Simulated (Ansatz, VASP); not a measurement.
**V in VASP and in Ansatz**

```
V
1.0
    -1.51435    1.51435    1.51435
     1.51435   -1.51435    1.51435
     1.51435    1.51435   -1.51435
V
1
Direct
  0.00000 0.00000 0.00000
```

Alike in both runs: task relaxation of cell and atoms; functional revPBE; k mesh 12 × 12 × 12; occupations fermi-dirac, width 0.05 eV; collinear spin.

|  | VASP | Ansatz |
| --- | --- | --- |
| version | VASP 6.6.1 | Ansatz 0.2.0 |
| potentials or method | VASP PAW PBE potentials, release 64 (V_sv), cutoff 600 eV | all-electron LAPW, scalar-relativistic |

```csv
,VASP,Ansatz,Ansatz less VASP
net moment per atom (μB),0.00,0.00,0.000
relaxed volume (Å³/atom),13.71,13.69,-0.019
relaxed cell length with the largest relative difference (Å),2.612,2.610,-0.0012
```

VASP's potentials were made for PBE, not for revPBE. Ansatz ran all-electron here, and VASP with PAW potentials.
